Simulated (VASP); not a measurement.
# SnTe (Fm-3m) in VASP: further runs, part 2 of 2

VASP 6.6.1.

## Step 4: Single point, RPBE (volume scaled by 0.98)

Input file INCAR:

```
  ALGO = Normal
  EDIFF = 1E-6
  ENCUT = 520
  GGA = RP
  ISIF = 2
  ISMEAR = 0
  LASPH = True
  LCHARG = False
  LREAL = False
  LWAVE = False
  NBANDS = 17
  NELM = 100
  PREC = Accurate
  SIGMA = 0.05
```

Input file KPOINTS:

```
k-points
0
Gamma
  6 6 6
```

Input file POSCAR:

```
SnTe
1.0
    0.0000000000      3.2219922595      3.2219922595
    3.2219922595      0.0000000000      3.2219922595
    3.2219922595      3.2219922595      0.0000000000
Sn Te
1 1
Direct
    0.5000000000      0.5000000000      0.5000000000
    0.0000000000      0.0000000000      0.0000000000
```

Potentials or basis: VASP PAW PBE potentials, release 64 (Sn_d, Te).

Command:

```bash
cat potpaw_PBE.64/Sn_d/POTCAR potpaw_PBE.64/Te/POTCAR > POTCAR
mpirun -np 1 vasp_std > vasp.out
```

OUTCAR:

```text
EDIFF = 1E-6
   ENCUT = 520
   GGA = RP
   ISIF = 2
   ISMEAR = 0
   LASPH = True
   LREAL = False
   NELM = 100
   PREC = Accurate

 ion  position               nearest neighbor table
   1  0.500  0.500  0.500-   2 3.22   2 3.22   2 3.22   2 3.22   2 3.22   2 3.22
   2  0.000  0.000  0.000-   1 3.22   1 3.22   1 3.22   1 3.22   1 3.22   1 3.22

  LATTYP: Found a face centered cubic cell.
 ALAT       =     6.4439845190

  Lattice vectors:

 A1 = (   0.0000000000,   3.2219922595,   3.2219922595)
 A2 = (   3.2219922595,   0.0000000000,   3.2219922595)
 A3 = (   3.2219922595,   3.2219922595,   0.0000000000)

Analysis of symmetry for initial positions (statically):
=====================================================================
 Subroutine PRICEL returns:
 Original cell was already a primitive cell.

 Routine SETGRP: Setting up the symmetry group for a
 face centered cubic supercell.

 Subroutine GETGRP returns: Found 48 space group operations
 (whereof 48 operations were pure point group operations)
 out of a pool of 48 trial point group operations.

The static configuration has the point symmetry O_h .

Analysis of symmetry for dynamics (positions and initial velocities):
[... 152 lines left out ...]

 val. band max:        6.2421622018   @ k =   0.5000   0.0000   0.0000
 cond. band min:       6.3661669880   @ k =   0.5000   0.0000   0.0000
 fundamental gap:      0.1240047862
 Fermi energy:         6.3041645954

 k-point     1 :       0.0000    0.0000    0.0000
  band No.  band energies     occupation
      1     -15.7087      2.00000
      2     -15.7087      2.00000
      3     -15.7087      2.00000
      4     -15.7085      2.00000
      5     -15.7085      2.00000
      6      -6.0489      2.00000
[... 297 lines left out ...]
      4     -15.7035      2.00000
      5     -15.7008      2.00000
      6      -4.6323      2.00000
[... 9 lines left out ...]
     16      16.0331      0.00000
     17      17.1950      0.00000

------------------------ aborting loop because EDIFF is reached ----------------------------------------

  FORCE on cell =-STRESS in cart. coord.  units (eV):
  Direction    XX          YY          ZZ          XY          YZ          ZX
  --------------------------------------------------------------------------------------
  -------------------------------------------------------------------------------------
  Total        0.3127425      0.3127425      0.3127425      0.0000000      0.0000000     -0.0000000
  in kB        7.4902102      7.4902102      7.4902102      0.0000000      0.0000000     -0.0000000
  external PRESSURE =       7.4902102 kB  Pullay stress =       0.0000000 kB

 VOLUME and BASIS-vectors are now :
 -----------------------------------------------------------------------------
  energy-cutoff  :      520.00
  volume of cell :       66.90
      direct lattice vectors                 reciprocal lattice vectors
     0.000000000  3.221992259  3.221992259    -0.155183489  0.155183489  0.155183489
     3.221992259  0.000000000  3.221992259     0.155183489 -0.155183489  0.155183489
     3.221992259  3.221992259  0.000000000     0.155183489  0.155183489 -0.155183489

 POSITION                                       TOTAL-FORCE (eV/Angst)
 -----------------------------------------------------------------------------------
      3.22199      3.22199      3.22199        -0.000000     -0.000000     -0.000000
      0.00000      0.00000      0.00000         0.000000      0.000000      0.000000
 -----------------------------------------------------------------------------------
    total drift:                                0.000000      0.000000      0.000000

  FREE ENERGIE OF THE ION-ELECTRON SYSTEM (eV)
  ---------------------------------------------------
  free  energy   TOTEN  =        -6.8725419652 eV

  energy  without entropy=       -6.8723174692  energy(sigma->0) =       -6.87242972
```

OSZICAR:

```text
N       E                     dE             d eps       ncg     rms          rms(c)
DAV:   1     0.130601732193E+03    0.13060E+03   -0.94224E+03   545   0.132E+03
DAV:   2     0.534787906298E+01   -0.12525E+03   -0.12253E+03   561   0.344E+02
DAV:   3    -0.656131653857E+01   -0.11909E+02   -0.11833E+02   648   0.908E+01
DAV:   4    -0.692734207268E+01   -0.36603E+00   -0.36540E+00   681   0.166E+01
DAV:   5    -0.693906216360E+01   -0.11720E-01   -0.11720E-01   776   0.290E+00    0.403E+00
DAV:   6    -0.686692309904E+01    0.72139E-01   -0.17441E-01   705   0.249E+00    0.251E+00
DAV:   7    -0.687020763287E+01   -0.32845E-02   -0.66255E-02   640   0.114E+00    0.914E-01
DAV:   8    -0.687237434464E+01   -0.21667E-02   -0.90285E-03   641   0.760E-01    0.206E-01
DAV:   9    -0.687241246373E+01   -0.38119E-04   -0.89765E-04   710   0.292E-01    0.818E-02
DAV:  10    -0.687252666370E+01   -0.11420E-03   -0.27328E-04   614   0.111E-01    0.118E-02
DAV:  11    -0.687254431038E+01   -0.17647E-04   -0.75497E-05   706   0.692E-02    0.190E-02
DAV:  12    -0.687254302531E+01    0.12851E-05   -0.47370E-06   606   0.138E-02    0.129E-02
DAV:  13    -0.687254144574E+01    0.15796E-05   -0.49332E-06   596   0.156E-02    0.975E-03
DAV:  14    -0.687254196520E+01   -0.51947E-06   -0.50437E-07   428   0.450E-03
   1 F= -.68725420E+01 E0= -.68724297E+01  d E =-.224496E-03
```

stdout:

```text
POSCAR found type information on POSCAR SnTe
 POSCAR found :  2 types and       2 ions
 scaLAPACK will be used
 -----------------------------------------------------------------------------
|                                                                             |
|                                                                             |
|     You enforced a specific xc type in the INCAR file but a different       |
|     I HOPE YOU KNOW WHAT YOU ARE DOING!                                     |
|                                                                             |
 -----------------------------------------------------------------------------

 LDA part: xc-table for (Slater+PW92), standard interpolation
 POSCAR, INCAR and KPOINTS ok, starting setup
 FFT: planning ... GRIDC
 FFT: planning ... GRID_SOFT
 FFT: planning ... GRID
 WAVECAR not read
 entering main loop
```

It took 24 s on 1 thread of AMD EPYC 9R45 (Zen 5), shared host; peak memory 0.17 GiB.

What came out:

```
Free energy            : -6.8725 eV
Pressure               : 0.7 GPa
Band gap on the k mesh : 0.12 eV, direct
```

Levels at points of the mesh, in eV from the valence-band top:
| k point | band 8 | band 9 | band 10 | band 11 | band 12 | band 13 |
| --- | --- | --- | --- | --- | --- | --- |
| (0.00, 0.00, 0.00) | -1.96 | -1.96 | -1.96 | 3.25 | 3.25 | 3.25 |
| (0.50, 0.00, 0.00) | -1.64 | -1.64 | 0.00 | 0.12 | 0.50 | 0.50 |
| (0.50, 0.50, 0.00) | -5.09 | -3.41 | -3.41 | 2.50 | 4.65 | 4.65 |

Caveat: the PAW data sets were made with another functional, which shifts forces and pressure a little; spin-orbit coupling is left out, which moves the levels of the heavy elements.

## Step 5: Single point, RPBE (volume scaled by 1.02)

Input file INCAR:

```
PREC = Accurate ; ENCUT = 520
EDIFF = 1E-6 ; ISMEAR = 0
SIGMA = 0.05 ; LREAL = False
LASPH = True ; NELM = 100
ALGO = Normal ; ISIF = 2
LWAVE = False ; LCHARG = True
GGA = RP ; LELF = True
LVHAR = True ; NBANDS = 17
```

Input file KPOINTS:

```
Automatic mesh
0
Gamma
  6 6 6
```

Input file POSCAR:

```
SnTe
1.0
    0.0000000000      3.2652456390      3.2652456390
    3.2652456390      0.0000000000      3.2652456390
    3.2652456390      3.2652456390      0.0000000000
Sn Te
1 1
Direct
    0.5000000000      0.5000000000      0.5000000000
    0.0000000000      0.0000000000      0.0000000000
```

Command:

```bash
cat potpaw_PBE.64/Sn_d/POTCAR potpaw_PBE.64/Te/POTCAR > POTCAR
mpirun -np 1 vasp_std > vasp.out
```

Run time: 19 s. Hardware: 1 thread of AMD EPYC 9R45 (Zen 5), shared host; peak memory 0.17 GiB.

Results (log left out):

```
Free energy            : -6.8727 eV
Pressure               : -0.8 GPa
Band gap on the k mesh : 0.23 eV, direct
```

Levels at points of the mesh, in eV from the valence-band top:
| k point | band 6 | band 7 | band 8 | band 9 | band 10 | band 11 | band 12 | band 13 | band 14 | band 15 |
| --- | --- | --- | --- | --- | --- | --- | --- | --- | --- | --- |
| (0.00, 0.00, 0.00) | -11.94 | -4.91 | -1.77 | -1.77 | -1.77 | 3.24 | 3.24 | 3.24 | 5.05 | 5.05 |
| (0.50, 0.00, 0.00) | -10.92 | -7.68 | -1.47 | -1.47 | 0.00 | 0.23 | 0.64 | 0.64 | 7.73 | 8.56 |
| (0.50, 0.50, 0.00) | -10.71 | -6.26 | -4.74 | -3.15 | -3.15 | 2.73 | 4.54 | 4.54 | 5.76 | 8.79 |

Caveat: the PAW data sets were made with another functional, which shifts forces and pressure a little; spin-orbit coupling is left out, which moves the levels of the heavy elements. A k mesh can miss the band edges.

## Step 6: Single point, RPBE (volume scaled by 1.04)

Input file INCAR:

```
SYSTEM = SnTe
ALGO = Normal ; EDIFF = 1E-6
ENCUT = 520 ; GGA = RP
ISIF = 2 ; ISMEAR = 0
LASPH = .TRUE. ; LCHARG = .FALSE.
LREAL = .FALSE. ; LWAVE = .FALSE.
NBANDS = 17 ; NELM = 60
PREC = Accurate ; SIGMA = 0.05
```

Input file KPOINTS:

```
k-points
0
G
  6 6 6
  0 0 0
```

Input file POSCAR:

```
SnTe
1.0
    0.0000000000      3.2864491269      3.2864491269
    3.2864491269      0.0000000000      3.2864491269
    3.2864491269      3.2864491269      0.0000000000
Sn Te
1 1
Direct
    0.5000000000      0.5000000000      0.5000000000
    0.0000000000      0.0000000000      0.0000000000
```

Potentials or basis: VASP PAW PBE potentials, release 64 (Sn_d, Te).

Command:

```bash
cat potpaw_PBE.64/Sn_d/POTCAR potpaw_PBE.64/Te/POTCAR > POTCAR
mpirun -np 1 vasp_std > vasp.out
```

It took 18 s on 1 thread of AMD EPYC 9R45 (Zen 5), shared host; peak memory 0.17 GiB.

It converged, with:

* Free energy: -6.8641 eV
* Pressure: -1.4 GPa
* Band gap on the k mesh: 0.28 eV, direct

Levels at points of the mesh, in eV from the valence-band top:
```
           k point  band 6  band 7  band 8  band 9  band 10  band 11  band 12  band 13  band 14  band 15
(0.00, 0.00, 0.00)  -11.78   -4.94   -1.69   -1.69    -1.69     3.24     3.24     3.24     5.12     5.12
(0.50, 0.00, 0.00)  -10.80   -7.56   -1.38   -1.38     0.00     0.28     0.70     0.70     7.73     8.53
(0.50, 0.50, 0.00)  -10.60   -6.21   -4.58   -3.02    -3.02     2.85     4.49     4.49     5.66     8.78
```

Caveat: the PAW data sets were made with another functional, which shifts forces and pressure a little; spin-orbit coupling is left out, which moves the levels of the heavy elements. A k mesh can miss the band edges.

## Step 7: The runs side by side

| cell | gap on the mesh (eV) | pressure (GPa) |
| --- | --- | --- |
| a = 4.525 Å, angles 60.0°, 2 atoms | 0.07 | 1.6 |
| a = 4.587 Å, angles 60.0°, 2 atoms | 0.18 | -0.1 |
| a = 4.557 Å, angles 60.0°, 2 atoms | 0.12 | 0.7 |
| a = 4.618 Å, angles 60.0°, 2 atoms | 0.23 | -0.8 |
| a = 4.648 Å, angles 60.0°, 2 atoms | 0.28 | -1.4 |

Alike in all rows: task single point; level RPBE; potentials or basis VASP PAW PBE potentials, release 64 (Sn_d, Te); no spin polarisation; k mesh 6 × 6 × 6; cutoff (eV) 520; smearing gaussian 0.05 eV.

Caveats: the PAW data sets were made with another functional, which shifts forces and pressure a little; spin-orbit coupling is left out, which moves the levels of the heavy elements.

Absolute energies hang on the potentials; compare differences alone.
